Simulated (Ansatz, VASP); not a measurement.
## Two plane-wave programs on CdS

POSCAR

```
CdS
1.0
    0.0000000000      2.9122812283      2.9122812283
    2.9122812283      0.0000000000      2.9122812283
    2.9122812283      2.9122812283      0.0000000000
Cd S
1 1
Direct
    0.0000000000      0.0000000000      0.0000000000
    0.2500000000      0.2500000000      0.2500000000
```

File INCAR.step1:

```
SYSTEM = CdS
  ALGO = Normal
  EDIFF = 1E-5
  ENCUT = 520
  GGA = PE
  ISIF = 2
  ISMEAR = 0
  LASPH = .True.
  LCHARG = .False.
  LREAL = .False.
  LWAVE = .True.
  NBANDS = 16
  NELM = 100
  PREC = Accurate
  SIGMA = 0.01
```

Contents of INCAR.step2:

```
SYSTEM = CdS
  AEXX = 1.0
  AGGAC = 0.0
  ALDAC = 0.0
  ALGO = Normal
  EDIFF = 1E-7
  ENCUT = 520
  GGA = PE
  ISIF = 2
  ISMEAR = 0
  ISTART = 1
  LASPH = .True.
  LCHARG = .False.
  LHFCALC = .True.
  LREAL = .False.
  LWAVE = .False.
  NBANDS = 16
  NELM = 100
  PREC = Accurate
  PRECFOCK = Normal
  SIGMA = 0.01
```

KPOINTS

```
k-points
0
Gamma
  6 6 6
  0 0 0
```

Input for Ansatz:

```yaml
crystal:
  lattice:
    - [0.0, 2.9122812283, 2.9122812283]
    - [2.9122812283, 0.0, 2.9122812283]
    - [2.9122812283, 2.9122812283, 0.0]
  atoms:
    - { symbol: Cd, position: [0.0, 0.0, 0.0] }
    - { symbol: S, position: [0.25, 0.25, 0.25] }
basis:
  ecutwfc: 420
kpoints:
  mp_grid: { grid: [6, 6, 6] }
  band_path:
    path:
      - [0.0, 0.0, 0.0]
      - [-0.5, -0.5, 0.0]
      - [-0.375, -0.375, 0.25]
      - [-0.375, 0.0, 0.375]
      - [0.0, 0.0, 0.5]
      - [-0.5, -0.25, 0.25]
    npoints: 1
hamiltonian:
  xc: hf
scf:
  occupations: { method: fixed }
  n_extra_bands: 4
output:
  eigenvalues: true
```

Alike in both runs: task single point; functional HF; k mesh 6 × 6 × 6; no spin polarisation.

|  | VASP | Ansatz |
| --- | --- | --- |
| version | VASP 6.6.1 | Ansatz 0.2.0 |
| potentials or method | VASP PAW PBE potentials, release 64 (Cd, S), cutoff 520 eV | scalar-relativistic, plane waves, PAW |
| occupations | gaussian, width 0.01 eV | fixed |
| valence electrons in the cell | 18 | 26 |

```tsv
	VASP	Ansatz	Ansatz less VASP
gap on the k mesh at the Fermi level (eV)	8.52	8.51	-0.017
least direct gap on the mesh (eV)	8.52	8.51	-0.017
```

VASP's potentials were made for PBE, not for HF. VASP's potentials hold 18 valence electrons a cell and Ansatz's 26, so a difference there can come from the potentials and not from the codes.
